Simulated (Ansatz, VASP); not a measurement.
NaH: VASP beside Ansatz

```
Na H
1.0
    -0.08989    2.39703    2.27119
     2.39703   -0.08989    2.27119
     2.30714    2.30714    0.00000
Na H
1 1
Direct
  0.00000 0.00000 0.00000
  0.50000 0.50000 0.50000
```

Change from the starting cell: engineering shear strain xy -0.0750, normal strain along z -0.0525.

Alike in both runs: task single point; functional r2SCAN; k mesh 8 × 8 × 8; occupations fermi-dirac, width 0.2 eV; no spin polarisation.

|  | VASP | Ansatz |
| --- | --- | --- |
| version | VASP 6.6.1 | Ansatz 0.2.0 |
| potentials or method | VASP PAW PBE potentials, release 64 (Na_pv, H), cutoff 520 eV | scalar-relativistic, plane waves, PAW |
| valence electrons in the cell | 8 | 10 |

VASP gave:

* gap on the k mesh at the Fermi level (eV): 4.25
* least direct gap on the mesh (eV): 5.33
* pressure (GPa): 1.4
* traceless stress, the component that is largest in VASP (GPa): 1.69

Question: Estimate Ansatz's values.

Answer: gap on the k mesh at the Fermi level (eV): 4.24; least direct gap on the mesh (eV): 5.34; pressure (GPa): 1.6; traceless stress, the component that is largest in VASP (GPa): 1.62.

VASP's potentials were made for PBE, not for r2SCAN. VASP's potentials hold 8 valence electrons a cell and Ansatz's 10, so a difference there can come from the potentials and not from the codes.
